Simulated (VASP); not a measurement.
# LiCl (P6_3mc) in VASP: further runs, part 2 of 2

VASP 6.6.1. The steps go on from the part before.

## (6) Single point, PBE

INCAR reads:

```
PREC = Accurate
ENCUT = 520
EDIFF = 1E-7
ISMEAR = 0
SIGMA = 0.01
LREAL = False
LASPH = True
NELM = 60
ALGO = Normal
ISIF = 2
LWAVE = False
LCHARG = True
GGA = PE
LELF = True
LVHAR = True
NBANDS = 18
```

KPOINTS reads:

```
Automatic mesh
0
Gamma
  6 6 4
```

POSCAR reads:

```
LiCl
1.0
    3.8941840783      0.0000000000      0.0000000000
   -1.9470920392      3.3724623388      0.0000000000
    0.0000000000      0.0000000000      6.2244575060
Li Cl
2 2
Direct
    0.3333333333      0.6666666667     -0.0031270676
    0.6666666667      0.3333333333      0.4968729324
    0.3333333333      0.6666666667      0.3781270676
    0.6666666667      0.3333333333      0.8781270676
```

Potentials or basis: VASP PAW PBE potentials, release 64 (Li_sv, Cl).

Run with:

```sh
$ cat potpaw_PBE.64/Li_sv/POTCAR potpaw_PBE.64/Cl/POTCAR > POTCAR
$ mpirun -np 1 vasp_std > vasp.out
```

Wall time 17 s (1 thread of Intel Xeon 6975P-C (Granite Rapids), shared host); peak memory 0.19 GiB.

Results (log left out):

| Quantity | Value |
| --- | --- |
| Free energy | -14.8678 eV |
| Band gap on the k mesh | 6.03 eV, direct |

Levels at points of the mesh, in eV from the valence-band top:
```tsv
k point	band 6	band 7	band 8	band 9	band 10	band 11	band 12	band 13	band 14	band 15
(0.00, 0.00, 0.00)	-0.42	-0.42	-0.08	-0.08	0.00	6.03	8.25	9.96	9.96	10.49
(0.50, 0.00, 0.00)	-1.43	-1.19	-0.95	-0.61	-0.36	7.86	7.99	9.16	10.31	10.63
(0.00, 0.00, 0.50)	-1.17	-0.25	-0.25	-0.25	-0.25	7.34	7.34	10.18	10.18	10.18
(0.50, 0.00, 0.50)	-1.89	-0.67	-0.67	-0.60	-0.60	7.40	7.40	9.94	9.94	11.75
```

Caveat: the cutoff is under 1.25 times the usual one of these potentials, so pressure, stress and relaxed cells hold a basis-set (Pulay) error.

## (7) Single point, r2SCAN

POSCAR is that of step 6.

INCAR.step1 reads:

```
ALGO = Normal
EDIFF = 1E-4
ENCUT = 520
GGA = PE
ISMEAR = 0
LASPH = True
LCHARG = False
LREAL = False
LWAVE = True
NBANDS = 18
NELM = 60
PREC = Accurate
SIGMA = 0.01
```

INCAR.step2 reads:

```
ALGO = Normal
EDIFF = 1E-7
ENCUT = 520
ISIF = 2
ISMEAR = 0
ISTART = 1
LASPH = True
LCHARG = False
LMIXTAU = True
LREAL = False
LWAVE = False
METAGGA = R2SCAN
NBANDS = 18
NELM = 60
PREC = Accurate
SIGMA = 0.01
```

KPOINTS reads:

```
k-points
0
Gamma
  6 6 2
```

Potentials or basis: VASP PAW PBE potentials, release 64 (Li_sv, Cl).

Run with:

```sh
$ cat potpaw_PBE.64/Li_sv/POTCAR potpaw_PBE.64/Cl/POTCAR > POTCAR
$ cp INCAR.step1 INCAR
$ mpirun -np 1 vasp_std > vasp.out
$ cp INCAR.step2 INCAR
$ mpirun -np 1 vasp_std > vasp.out
```

OUTCAR:

```text
EDIFF = 1E-7
   ENCUT = 520
   ISIF = 2
   ISMEAR = 0
   ISTART = 1
   LASPH = True
   LREAL = False
   METAGGA = R2SCAN
   NELM = 60
   PREC = Accurate

 ion  position               nearest neighbor table
   1  0.333  0.667  0.997-   4 2.37   4 2.37   4 2.37   3 2.37
   2  0.667  0.333  0.497-   3 2.37   3 2.37   3 2.37   4 2.37
   3  0.333  0.667  0.378-   2 2.37   2 2.37   2 2.37   1 2.37
   4  0.667  0.333  0.878-   1 2.37   1 2.37   1 2.37   2 2.37

  LATTYP: Found a hexagonal cell.
 ALAT       =     3.8941840783
 C/A-ratio  =     1.5983983758

  Lattice vectors:

 A1 = (   3.8941840783,   0.0000000000,   0.0000000000)
 A2 = (  -1.9470920392,   3.3724623388,   0.0000000000)
 A3 = (   0.0000000000,   0.0000000000,   6.2244575060)

Analysis of symmetry for initial positions (statically):
=====================================================================
 Subroutine PRICEL returns:
 Original cell was already a primitive cell.

 Routine SETGRP: Setting up the symmetry group for a
 hexagonal supercell.

 Subroutine GETGRP returns: Found 12 space group operations
 (whereof  6 operations were pure point group operations)
 out of a pool of 24 trial point group operations.

The static configuration has the point symmetry C_3v.
 The point group associated with its full space group is C_6v.

Analysis of symmetry for dynamics (positions and initial velocities):
=====================================================================
 Subroutine PRICEL returns:
 Original cell was already a primitive cell.

 Routine SETGRP: Setting up the symmetry group for a
 hexagonal supercell.

 Subroutine GETGRP returns: Found 12 space group operations
 (whereof  6 operations were pure point group operations)
 out of a pool of 24 trial point group operations.

The dynamic configuration has the point symmetry C_3v.
 The point group associated with its full space group is C_6v.

 Subroutine INISYM returns: Found 12 space group operations
 (whereof  6 operations are pure point group operations),
 and found     1 'primitive' translations

----------------------------------------------------------------------------------------

                                     Primitive cell

  volume of cell :      81.7457

  direct lattice vectors                    reciprocal lattice vectors
     3.894184078  0.000000000  0.000000000     0.256793202  0.148259625  0.000000000
    -1.947092039  3.372462339  0.000000000     0.000000000  0.296519249  0.000000000
     0.000000000  0.000000000  6.224457506     0.000000000  0.000000000  0.160656571

  length of vectors
     3.894184078  3.894184078  6.224457506     0.296519249  0.296519249  0.160656571

  position of ions in fractional coordinates (direct lattice)
     0.333333333  0.666666667  0.996872932
     0.666666667  0.333333333  0.496872932
     0.333333333  0.666666667  0.378127068
     0.666666667  0.333333333  0.878127068

  ion indices of the primitive-cell ions
   primitive index   ion index
                 1           1
                 2           2
[... 30 lines left out ...]
            Coordinates               Weight
  0.000000  0.000000  0.000000      1.000000
  0.166667  0.000000  0.000000      6.000000
  0.333333  0.000000  0.000000      6.000000
  0.500000  0.000000  0.000000      3.000000
  0.166667  0.166667  0.000000      6.000000
  0.333333  0.166667  0.000000     12.000000
  0.333333  0.333333  0.000000      2.000000
  0.000000  0.000000  0.500000      1.000000
  0.166667  0.000000  0.500000      6.000000
  0.333333  0.000000  0.500000      6.000000
  0.500000  0.000000  0.500000      3.000000
  0.166667  0.166667  0.500000      6.000000
  0.333333  0.166667  0.500000     12.000000
  0.333333  0.333333  0.500000      2.000000
   k-points           NKPTS =     14   k-points in BZ     NKDIM =     14   number of bands    NBANDS=     18
   number of dos      NEDOS =    301   number of ions     NIONS =      4
   total plane-waves  NPLWV =  43200
   dimension x,y,z NGX =    30 NGY =   30 NGZ =   48
   dimension x,y,z NGXF=    60 NGYF=   60 NGZF=   96
   ions per type =               2   2
   NGX,Y,Z   is equivalent  to a cutoff of  12.81, 12.81, 12.82 a.u.
   NGXF,Y,Z  is equivalent  to a cutoff of  25.61, 25.61, 25.64 a.u.
 SYSTEM =  unknown system
   PREC   = accura    normal or accurate (medium, high low for compatibility)
   ISTART =      1    job   : 0-new  1-cont  2-samecut
   ICHARG =      0    charge: 1-file 2-atom 10-const
   ISPIN  =      1    spin polarized calculation?
   LNONCOLLINEAR =      F non collinear calculations
   LSORBIT =      F    spin-orbit coupling
   LASPH  =      T    aspherical Exc in radial PAW
   ENCUT  =  520.0 eV  38.22 Ry    6.18 a.u.   7.24  7.24 11.57*2*pi/ulx,y,z
   NELM   =     60;   NELMIN=  2; NELMDL=  0     # of ELM steps
   EDIFF  = 0.1E-06   stopping-criterion for ELM
   LREAL  =      F    real-space projection
   EDIFFG = 0.1E-05   stopping-criterion for IOM
   NSW    =      0    number of steps for IOM
   IBRION =     -1    ionic relax: 0-MD 1-quasi-New 2-CG
   NFREE  =      0    steps in history (QN), initial steepest desc. (CG)
   ISIF   =      2    stress and relaxation
   ISYM   =      2    0-nonsym 1-usesym 2-fastsym
   POTIM  = 0.5000    time-step for ionic-motion
   TEBEG  =    0.0;   TEEND  =   0.0 temperature during run
   PSTRESS=    0.0 pullay stress
   NELECT =      20.0000    total number of electrons
   NUPDOWN=      -1.0000    fix difference up-down
   EMIN   =  10.00;   EMAX   =-10.00  energy-range for DOS
   EFERMI =   0.00;   METHOD = LEGACY
   ISMEAR =     0;   SIGMA  =   0.01  broadening in eV -4-tet -1-fermi 0-gaus
   EFERMI_NEDOS =   21; number of points for ismear=-14 and -15
   IALGO  =     38    algorithm
   IMIX   =      4    mixing-type and parameters
     AMIX     =   0.40;   BMIX     =  1.00
     AMIX_MAG =   1.60;   BMIX_MAG =  1.00
  volume/ion in A,a.u.               =      20.44       137.91
  Fermi-wavevector in a.u.,A,eV,Ry     =   1.023913  1.934915 14.264323  1.048398
  Thomas-Fermi vector in A             =   2.157672
   LORBIT       =      0    0 simple, 1 ext, 2 COOP (PROOUT), +10 PAW based schemes
   METAGGA = R2SCAN    functional components
   LHFCALC =     F    Hartree Fock is set to
   AEXX    =    0.0000 exact exchange contribution
   IVDW    =     0    specifies the selected vdW correction
   LEPSILON=     F    determine dielectric tensor
   LRPA    =     F    only Hartree local field effects (RPA)
 non-spin polarized calculation
 Gauss-broadening in eV      SIGMA  =   0.01
  energy-cutoff  :      520.00
  volume of cell :       81.75
 maximum number of plane-waves:      2244
 NGX is ok and might be reduce to    30
   NGX = 15   NGY = 15   NGZ = 23

 number of electron      19.9999998 magnetization

 Free energy of the ion-electron system (eV)
  ---------------------------------------------------
  ext. energy  EPLUGINS =         0.00000000
  ---------------------------------------------------
  free energy    TOTEN  =       -25.17430941 eV

  energy without entropy =      -25.17430941  energy(sigma->0) =      -25.17430941

 E-fermi :  -1.3187     XC(G=0):  -8.1511

 val. band max:       -1.5089959909   @ k =   0.0000   0.0000   0.0000
 cond. band min:       5.2305898222   @ k =   0.0000   0.0000   0.0000
 fundamental gap:      6.7395858130
 Fermi energy:        -1.3187166815

 k-point     1 :       0.0000    0.0000    0.0000
  band No.  band energies     occupation
      1     -45.7001      2.00000
      2     -45.6985      2.00000
      3     -14.8721      2.00000
      4     -14.5424      2.00000
      5      -3.6378      2.00000
      6      -1.9335      2.00000
[... 271 lines left out ...]
      5      -3.0565      2.00000
      6      -3.0565      2.00000
[... 10 lines left out ...]
     17      11.6853      0.00000
     18      11.6853      0.00000

------------------------ aborting loop because EDIFF is reached ----------------------------------------

  FORCE on cell =-STRESS in cart. coord.  units (eV):
  Direction    XX          YY          ZZ          XY          YZ          ZX
  --------------------------------------------------------------------------------------
  -------------------------------------------------------------------------------------
  Total       -0.1267244     -0.1267244     -0.1506504      0.0000000     -0.0000000      0.0000000
  in kB       -2.4837378     -2.4837378     -2.9526760      0.0000000     -0.0000000      0.0000000
  external PRESSURE =      -2.6400505 kB  Pullay stress =       0.0000000 kB

 VOLUME and BASIS-vectors are now :
 -----------------------------------------------------------------------------
  energy-cutoff  :      520.00
  volume of cell :       81.75
      direct lattice vectors                 reciprocal lattice vectors
     3.894184078  0.000000000  0.000000000     0.256793202  0.148259625  0.000000000
    -1.947092039  3.372462339  0.000000000     0.000000000  0.296519249  0.000000000
     0.000000000  0.000000000  6.224457506     0.000000000  0.000000000  0.160656571

 POSITION                                       TOTAL-FORCE (eV/Angst)
 -----------------------------------------------------------------------------------
     -0.00000      2.24831      6.20499         0.000000     -0.000000      0.004807
      1.94709      1.12415      3.09276        -0.000000      0.000000      0.004807
     -0.00000      2.24831      2.35364        -0.000000     -0.000000     -0.004807
      1.94709      1.12415      5.46586        -0.000000     -0.000000     -0.004807
 -----------------------------------------------------------------------------------
    total drift:                               -0.000000      0.000000      0.014512

  FREE ENERGIE OF THE ION-ELECTRON SYSTEM (eV)
  ---------------------------------------------------
  free  energy   TOTEN  =       -25.1743094149 eV

  energy  without entropy=      -25.1743094149  energy(sigma->0) =      -25.17430941
```

Wall time 68 s (1 thread of Intel Xeon 6975P-C (Granite Rapids), shared host); peak memory 0.2 GiB.

What came out:

```yaml
Free_energy: -25.1743 eV
Largest_force: 0.005 eV/Å
Band_gap_on_the_k_mesh: 6.74 eV, direct
```

Forces on the atoms (eV/Å):
```
Li   0.000  0.000  0.005
Li   0.000  0.000  0.005
Cl   0.000  0.000 -0.005
Cl   0.000  0.000 -0.005
```

Caveat: the k points lie up to 0.50 Å⁻¹ apart; the cutoff is under 1.25 times the usual one of these potentials, so pressure, stress and relaxed cells hold a basis-set (Pulay) error; the PAW data sets were made with another functional, which shifts forces and pressure a little.

## (8) Overview

```tsv
level	potentials or basis	k mesh	grid for exact exchange (PRECFOCK)	screening parameter	gap on the mesh (eV)
HSE06	VASP PAW PBE potentials, release 64 (Li_sv, Cl)	6 × 6 × 2	Normal	0.2079 1/Å	7.35
PBE	VASP PAW PBE potentials, release 64 (Li_sv, Cl)	6 × 6 × 2	-	-	6.03
LDA	VASP PAW LDA potentials, release 64 (Li_sv, Cl)	6 × 6 × 2	-	-	5.61
PBE	VASP PAW PBE potentials, release 64 (Li_sv, Cl)	6 × 6 × 4	-	-	6.03
r2SCAN	VASP PAW PBE potentials, release 64 (Li_sv, Cl)	6 × 6 × 2	-	-	6.74
```

Alike in all rows: task single point; no spin polarisation; cell as given; cutoff (eV) 520; smearing gaussian 0.01 eV.

Caveats: some runs use coarse meshes; the cutoff is under 1.25 times the usual one of these potentials, so pressure, stress and relaxed cells hold a basis-set (Pulay) error; the PAW data sets were made with another functional, which shifts forces and pressure a little (some runs).

Total energies depend on the potentials used, so only differences within one code and one set of settings carry meaning.
